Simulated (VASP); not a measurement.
A run of VASP 6.6.1 is set up as follows.

File INCAR:

```
  PREC = Accurate
  ENCUT = 560
  EDIFF = 1E-6
  ISMEAR = 0
  SIGMA = 1.0
  LREAL = False
  LASPH = True
  NELM = 120
  ALGO = Normal
  ISIF = 2
  LWAVE = False
  LCHARG = False
  GGA = CA
  NBANDS = 22
  GGA_COMPAT = False
```

The input KPOINTS:

```
regular mesh
0
Gamma
  13 13 7
```

File POSCAR:

```
Re
1.0
    2.7391880258      0.0000000000      0.0000000000
   -1.3695940129      2.3722064161      0.0000000000
    0.0000000000      0.0000000000      4.4118668232
Re
2
Direct
    0.3333333333      0.6666666667      0.2500000000
    0.6666666667      0.3333333333      0.7500000000
```

Potentials or basis: VASP PAW LDA potentials, release 64 (Re_sv_GW).

Run with:

```bash
$ cat potpaw_LDA.64/Re_sv_GW/POTCAR > POTCAR
$ mpirun -np 1 vasp_std > vasp.out
```

Task: Estimate the band gap on the k mesh.

Result: Zero (bands 15 and 16 overlap by 3.05 eV).

Task: What does it give for the pressure?

Result: 2.7 GPa.

Stress tensor (GPa, compression positive):
```
3.45 0.00 0.00
0.00 3.45 0.00
0.00 0.00 1.16
```

Caveat: so wide a smearing shifts energies and pressures; spin-orbit coupling is left out, which moves the levels of the heavy elements.
